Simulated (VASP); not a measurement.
# Zn in VASP: further runs

Runs on Zn. Level: PBE. Tasks: single point.

Everything below comes from runs of VASP 6.6.1. Logs are shortened: lines on timing, memory, paths and dates and some standing lists are left out, and cuts for length are marked.

**1. The cell of the first run**

Symmetry: P6_3/mmc, No. 194, hexagonal system. Conventional cell: a = 2.725 Å, b = 2.725 Å, c = 4.762 Å, α = 90.00°, β = 90.00°, γ = 120.00°. Within 3.6 Å of Zn (site symmetry -6m2) lie 12 Zn at 2.73 to 2.85 Å.

**2. Single point, PBE (strained)**

INCAR

```
ALGO = Normal
EDIFF = 1E-6
ENCUT = 520
GGA = PE
ISIF = 2
ISMEAR = 0
LASPH = True
LCHARG = False
LREAL = False
LWAVE = False
NBANDS = 19
NELM = 60
PREC = Accurate
SIGMA = 0.1
```

KPOINTS

```
k-points
0
Gamma
  15 15 8
```

POSCAR

```
Zn
1.0
    2.7254222089      0.0000000000      0.0000000000
   -1.3627111045      2.3602848689      0.0000000000
    0.0000000000      0.0000000000      4.7624354250
Zn
2
Direct
    0.3333333333      0.6666666667      0.2500000000
    0.6666666667      0.3333333333      0.7500000000
```

Potentials or basis: VASP PAW PBE potentials, release 64 (Zn).

Launch:

```
cat potpaw_PBE.64/Zn/POTCAR > POTCAR
mpirun -np 1 vasp_std > vasp.out
```

OUTCAR:

```text
EDIFF = 1E-6
   ENCUT = 520
   GGA = PE
   ISIF = 2
   ISMEAR = 0
   LASPH = True
   LREAL = False
   NELM = 60
   PREC = Accurate

 ion  position               nearest neighbor table
   1  0.333  0.667  0.250-   2 2.85   2 2.85   2 2.85   2 2.85   2 2.85   2 2.85
   2  0.667  0.333  0.750-   1 2.85   1 2.85   1 2.85   1 2.85   1 2.85   1 2.85

  LATTYP: Found a hexagonal cell.
 ALAT       =     2.7254222089
 C/A-ratio  =     1.7474119824

  Lattice vectors:

 A1 = (   2.7254222089,   0.0000000000,   0.0000000000)
 A2 = (  -1.3627111045,   2.3602848689,   0.0000000000)
 A3 = (   0.0000000000,   0.0000000000,   4.7624354250)

Analysis of symmetry for initial positions (statically):
=====================================================================
 Subroutine PRICEL returns:
 Original cell was already a primitive cell.

 Routine SETGRP: Setting up the symmetry group for a
 hexagonal supercell.

 Subroutine GETGRP returns: Found 24 space group operations
 (whereof 12 operations were pure point group operations)
 out of a pool of 24 trial point group operations.

The static configuration has the point symmetry D_3d.
 The point group associated with its full space group is D_6h.

Analysis of symmetry for dynamics (positions and initial velocities):
=====================================================================
 Subroutine PRICEL returns:
 Original cell was already a primitive cell.

 Routine SETGRP: Setting up the symmetry group for a
 hexagonal supercell.

 Subroutine GETGRP returns: Found 24 space group operations
 (whereof 12 operations were pure point group operations)
 out of a pool of 24 trial point group operations.

The dynamic configuration has the point symmetry D_3d.
 The point group associated with its full space group is D_6h.

 Subroutine INISYM returns: Found 24 space group operations
 (whereof 12 operations are pure point group operations),
 and found     1 'primitive' translations

----------------------------------------------------------------------------------------

                                     Primitive cell

  volume of cell :      30.6357

  direct lattice vectors                    reciprocal lattice vectors
     2.725422209  0.000000000  0.000000000     0.366915628  0.211838836  0.000000000
    -1.362711104  2.360284869  0.000000000     0.000000000  0.423677673  0.000000000
     0.000000000  0.000000000  4.762435425     0.000000000  0.000000000  0.209976600

  length of vectors
     2.725422209  2.725422209  4.762435425     0.423677673  0.423677673  0.209976600

  position of ions in fractional coordinates (direct lattice)
     0.333333333  0.666666667  0.250000000
     0.666666667  0.333333333  0.750000000

  ion indices of the primitive-cell ions
   primitive index   ion index
                 1           1
                 2           2

----------------------------------------------------------------------------------------

 KPOINTS: k-points

Automatic generation of k-mesh.
 Grid dimensions read from file:
 generate k-points for:   15   15    8

 Generating k-lattice:

  Cartesian coordinates                     Fractional coordinates (reciprocal lattice)
     0.024461042  0.014122589  0.000000000     0.066666667  0.000000000  0.000000000
     0.000000000  0.028245178  0.000000000     0.000000000  0.066666667  0.000000000
     0.000000000  0.000000000  0.026247075     0.000000000  0.000000000  0.125000000

  Length of vectors
     0.028245178  0.028245178  0.026247075

  Shift w.r.t. Gamma in fractional coordinates (k-lattice)
     0.000000000  0.000000000  0.000000000

 Subroutine IBZKPT returns following result:
 ===========================================

 Found    135 irreducible k-points:

 Following reciprocal coordinates:
            Coordinates               Weight
  0.000000  0.000000  0.000000      1.000000
  0.066667 -0.000000  0.000000      6.000000
  0.133333 -0.000000  0.000000      6.000000
  0.200000 -0.000000  0.000000      6.000000
  0.266667 -0.000000  0.000000      6.000000
  0.333333 -0.000000  0.000000      6.000000
[... 16 lines left out ...]
  0.333333  0.200000  0.000000     12.000000
  0.400000  0.200000  0.000000      6.000000
 [... further k-points ...]
   k-points           NKPTS =    135   k-points in BZ     NKDIM =    135   number of bands    NBANDS=     19
   number of dos      NEDOS =    301   number of ions     NIONS =      2
   total plane-waves  NPLWV =  14400
   dimension x,y,z NGX =    20 NGY =   20 NGZ =   36
   dimension x,y,z NGXF=    40 NGYF=   40 NGZF=   72
   ions per type =               2
   NGX,Y,Z   is equivalent  to a cutoff of  12.20, 12.20, 12.57 a.u.
   NGXF,Y,Z  is equivalent  to a cutoff of  24.40, 24.40, 25.13 a.u.
 SYSTEM =  unknown system
   PREC   = accura    normal or accurate (medium, high low for compatibility)
   ISTART =      0    job   : 0-new  1-cont  2-samecut
   ICHARG =      2    charge: 1-file 2-atom 10-const
   ISPIN  =      1    spin polarized calculation?
   LNONCOLLINEAR =      F non collinear calculations
   LSORBIT =      F    spin-orbit coupling
   LASPH  =      T    aspherical Exc in radial PAW
   ENCUT  =  520.0 eV  38.22 Ry    6.18 a.u.   5.07  5.07  8.85*2*pi/ulx,y,z
   NELM   =     60;   NELMIN=  2; NELMDL= -5     # of ELM steps
   EDIFF  = 0.1E-05   stopping-criterion for ELM
   LREAL  =      F    real-space projection
   EDIFFG = 0.1E-04   stopping-criterion for IOM
   NSW    =      0    number of steps for IOM
   IBRION =     -1    ionic relax: 0-MD 1-quasi-New 2-CG
   NFREE  =      0    steps in history (QN), initial steepest desc. (CG)
   ISIF   =      2    stress and relaxation
   ISYM   =      2    0-nonsym 1-usesym 2-fastsym
   POTIM  = 0.5000    time-step for ionic-motion
   TEBEG  =    0.0;   TEEND  =   0.0 temperature during run
   PSTRESS=    0.0 pullay stress
   NELECT =      24.0000    total number of electrons
   NUPDOWN=      -1.0000    fix difference up-down
   EMIN   =  10.00;   EMAX   =-10.00  energy-range for DOS
   EFERMI =   0.00;   METHOD = LEGACY
   ISMEAR =     0;   SIGMA  =   0.10  broadening in eV -4-tet -1-fermi 0-gaus
   EFERMI_NEDOS =   21; number of points for ismear=-14 and -15
   IALGO  =     38    algorithm
   IMIX   =      4    mixing-type and parameters
     AMIX     =   0.40;   BMIX     =  1.00
     AMIX_MAG =   1.60;   BMIX_MAG =  1.00
  volume/ion in A,a.u.               =      15.32       103.37
  Fermi-wavevector in a.u.,A,eV,Ry     =   1.509163  2.851904 30.988260  2.277573
  Thomas-Fermi vector in A             =   2.619521
   LORBIT       =      0    0 simple, 1 ext, 2 COOP (PROOUT), +10 PAW based schemes
   GGA     = PE    functional components
   LHFCALC =     F    Hartree Fock is set to
   AEXX    =    0.0000 exact exchange contribution
   IVDW    =     0    specifies the selected vdW correction
   LEPSILON=     F    determine dielectric tensor
   LRPA    =     F    only Hartree local field effects (RPA)
 non-spin polarized calculation
 Gauss-broadening in eV      SIGMA  =   0.10
  energy-cutoff  :      520.00
  volume of cell :       30.64
 maximum number of plane-waves:       846
   NGX = 11   NGY = 11   NGZ = 17

 number of electron      24.0000006 magnetization

 Free energy of the ion-electron system (eV)
  ---------------------------------------------------
  ext. energy  EPLUGINS =         0.00000000
  ---------------------------------------------------
  free energy    TOTEN  =        -2.18824668 eV

  energy without entropy =       -2.18366193  energy(sigma->0) =       -2.18595430

 E-fermi :   3.1271     XC(G=0): -11.5255

 val. band max:        3.1031630399   @ k =   0.3333   0.1333   0.1250
 cond. band min:       3.1594743809   @ k =   0.3333   0.2667   0.2500
 fundamental gap:      0.0563113410
 Fermi energy:         3.1271212197

 k-point     1 :       0.0000    0.0000    0.0000
  band No.  band energies     occupation
      1      -7.2691      2.00000
      2      -5.3949      2.00000
      3      -4.7173      2.00000
      4      -4.5731      2.00000
      5      -4.5731      2.00000
      6      -4.5084      2.00000
[... 11 lines left out ...]
     18      20.9661      0.00000
     19      21.0919      0.00000

 k-point     2 :       0.0667   -0.0000    0.0000
  band No.  band energies     occupation
      1      -7.1441      2.00000
      2      -5.3478      2.00000
      3      -4.7132      2.00000
      4      -4.5770      2.00000
      5      -4.5453      2.00000
      6      -4.5195      2.00000
[... 11 lines left out ...]
     18      21.9989      0.00000
     19      22.1622      0.00000

 k-point     3 :       0.1333   -0.0000    0.0000
  band No.  band energies     occupation
      1      -6.7763      2.00000
      2      -5.2262      2.00000
      3      -4.7183      2.00000
      4      -4.5813      2.00000
      5      -4.5234      2.00000
      6      -4.4655      2.00000
[... 11 lines left out ...]
     18      20.1917      0.00000
     19      21.3188      0.00000

 k-point     4 :       0.2000   -0.0000    0.0000
  band No.  band energies     occupation
      1      -6.2000      2.00000
      2      -5.1014      2.00000
      3      -4.7168      2.00000
      4      -4.6069      2.00000
      5      -4.5578      2.00000
      6      -4.4301      2.00000
[... 11 lines left out ...]
     18      18.0611      0.00000
     19      20.3542      0.00000

 k-point     5 :       0.2667   -0.0000    0.0000
  band No.  band energies     occupation
      1      -5.5623      2.00000
      2      -5.0779      2.00000
      3      -4.7436      2.00000
      4      -4.6244      2.00000
      5      -4.5772      2.00000
      6      -4.4177      2.00000
[... 11 lines left out ...]
     18      17.4081      0.00000
     19      20.1565      0.00000

 k-point     6 :       0.3333   -0.0000    0.0000
  band No.  band energies     occupation
      1      -5.2402      2.00000
      2      -5.1234      2.00000
      3      -4.8975      2.00000
      4      -4.5418      2.00000
      5      -4.4618      2.00000
      6      -4.4511      2.00000
[... 11 lines left out ...]
     18      16.9267      0.00000
     19      19.2459      0.00000

 k-point     7 :       0.4000   -0.0000    0.0000
  band No.  band energies     occupation
      1      -5.2235      2.00000
      2      -5.1463      2.00000
      3      -5.0033      2.00000
      4      -4.5008      2.00000
      5      -4.4950      2.00000
      6      -4.4724      2.00000
[... 11 lines left out ...]
     18      16.6106      0.00000
     19      18.6127      0.00000

 k-point     8 :       0.4667   -0.0000    0.0000
  band No.  band energies     occupation
      1      -5.2514      2.00000
      2      -5.1570      2.00000
      3      -5.0566      2.00000
      4      -4.5275      2.00000
      5      -4.5128      2.00000
      6      -4.4337      2.00000
[... 256 lines left out ...]
 k-point    20 :       0.4000    0.1333    0.0000
  band No.  band energies     occupation
      1      -5.1324      2.00000
      2      -5.0281      2.00000
      3      -5.0250      2.00000
      4      -4.5606      2.00000
      5      -4.5195      2.00000
      6      -4.4242      2.00000
[... 11 lines left out ...]
     18      15.1798      0.00000
     19      16.3192      0.00000

 k-point    21 :       0.2000    0.2000    0.0000
  band No.  band energies     occupation
      1      -4.9596      2.00000
      2      -4.8778      2.00000
      3      -4.8687      2.00000
      4      -4.7649      2.00000
      5      -4.5819      2.00000
      6      -4.5401      2.00000
[... 11 lines left out ...]
     18      14.3913      0.00000
     19      15.7563      0.00000

 k-point    22 :       0.2667    0.2000    0.0000
  band No.  band energies     occupation
      1      -4.9527      2.00000
      2      -4.9441      2.00000
      3      -4.8874      2.00000
      4      -4.6077      2.00000
      5      -4.5779      2.00000
      6      -4.4707      2.00000
[... 11 lines left out ...]
     18      13.5432      0.00000
     19      14.8058      0.00000

 k-point    23 :       0.3333    0.2000    0.0000
  band No.  band energies     occupation
      1      -4.9937      2.00000
      2      -4.9903      2.00000
      3      -4.8980      2.00000
      4      -4.6024      2.00000
      5      -4.5025      2.00000
      6      -4.4696      2.00000
[... 11 lines left out ...]
     18      13.1524      0.00000
     19      14.3866      0.00000

 k-point    24 :       0.4000    0.2000    0.0000
  band No.  band energies     occupation
      1      -5.0102      2.00000
      2      -5.0058      2.00000
      3      -4.9038      2.00000
      4      -4.5820      2.00000
      5      -4.5437      2.00000
      6      -4.4299      2.00000
[... 11 lines left out ...]
     18      13.0210      0.00000
     19      14.2570      0.00000

 [... further k-points ...]

------------------------ aborting loop because EDIFF is reached ----------------------------------------

  FORCE on cell =-STRESS in cart. coord.  units (eV):
  Direction    XX          YY          ZZ          XY          YZ          ZX
  --------------------------------------------------------------------------------------
  -------------------------------------------------------------------------------------
  Total       -0.3859648     -0.3859648      0.1101323      0.0000000     -0.0000000      0.0000000
  in kB      -20.1851051    -20.1851051      5.7596728      0.0000000     -0.0000000      0.0000000
  external PRESSURE =     -11.5368458 kB  Pullay stress =       0.0000000 kB

 VOLUME and BASIS-vectors are now :
 -----------------------------------------------------------------------------
  energy-cutoff  :      520.00
  volume of cell :       30.64
      direct lattice vectors                 reciprocal lattice vectors
     2.725422209  0.000000000  0.000000000     0.366915628  0.211838836  0.000000000
    -1.362711104  2.360284869  0.000000000     0.000000000  0.423677673  0.000000000
     0.000000000  0.000000000  4.762435425     0.000000000  0.000000000  0.209976600

 POSITION                                       TOTAL-FORCE (eV/Angst)
 -----------------------------------------------------------------------------------
     -0.00000      1.57352      1.19061        -0.000000      0.000000      0.000000
      1.36271      0.78676      3.57183         0.000000     -0.000000      0.000000
 -----------------------------------------------------------------------------------
    total drift:                               -0.000000      0.000000      0.000000

  FREE ENERGIE OF THE ION-ELECTRON SYSTEM (eV)
  ---------------------------------------------------
  free  energy   TOTEN  =        -2.1882466834 eV

  energy  without entropy=       -2.1836619251  energy(sigma->0) =       -2.18595430
```

It took 37 s on 1 thread of Oxide Virtual Turin-like, shared host; peak memory 0.15 GiB.

What came out:

```yaml
Free_energy: -2.1882 eV
Pressure: -1.2 GPa
Band_gap_on_the_k_mesh: zero (bands 12 and 13 overlap by 3.88 eV)
```

Stress tensor (GPa, compression positive):
```
-2.02  0.00  0.00
 0.00 -2.02  0.00
 0.00  0.00  0.58
```

Caveat: the cell differs from its parent crystal (strained).

(Part 1 of 2 ends here.)

The gap in the log of VASP goes by the Fermi energy; the results here count the filled bands.